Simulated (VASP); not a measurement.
Set up this calculation in VASP 6.6.1, as the native input.

* Task: single point
* Functional: PBEsol
* Potentials or basis: VASP PAW PBE potentials, release 64 (Na_pv)
* Cutoff: 520 eV
* k mesh: 16 × 16 × 16
* Occupations: gaussian, width 0.15 eV
* Spin: no spin polarisation
* Dipole correction: no
* Further INCAR settings: ALGO = Fast; EDIFF = 1e-07; NBANDS = 10

The structure of Na lies in POSCAR:

```
Na
1.0
   -2.0857375000      2.0857375000      2.0857375000
    2.0857375000     -2.0857375000      2.0857375000
    2.0857375000      2.0857375000     -2.0857375000
Na
1
Direct
    0.0000000000      0.0000000000      0.0000000000
```

This cell differs from its parent crystal: strain -0.015 along x and y, -0.015 along z.

These files were run (other wordings do the same):

INCAR

```
SYSTEM = Na
ALGO     = Fast           ! electronic algorithm
EDIFF    = 1E-7           ! SCF threshold, eV
ENCUT    = 520            ! plane-wave cutoff, eV
GGA      = PS             ! functional
ISIF     = 2              ! what is computed and relaxed
ISMEAR   = 0              ! smearing method
LASPH    = .True.         ! aspherical terms in the spheres
LCHARG   = .True.         ! write CHGCAR
LELF     = .True.         ! ELF
LREAL    = .False.        ! projectors in reciprocal space
LVHAR    = .True.       
LWAVE    = .False.        ! write WAVECAR
NBANDS   = 10             ! bands
NELM     = 60             ! most SCF steps
PREC     = Accurate       ! precision mode
SIGMA    = 0.15           ! smearing width, eV
```

KPOINTS

```
k-points
0
Gamma
  16 16 16
  0 0 0
```

Potentials or basis: VASP PAW PBE potentials, release 64 (Na_pv).

Launch:

```console
$ cat potpaw_PBE.64/Na_pv/POTCAR > POTCAR
$ mpirun -np 1 vasp_std > vasp.out
```

Results of the run:

```json
{
  "Pressure": "0.0 GPa"
}
```

Caveat: the cell differs from its parent crystal (strain -0.015 along x and y, -0.015 along z); the PAW data sets were made with another functional, which shifts forces and pressure a little.

Run time: 120 s on 1 thread of AMD EPYC 7R13 (shared host), peak memory 0.14 GiB.
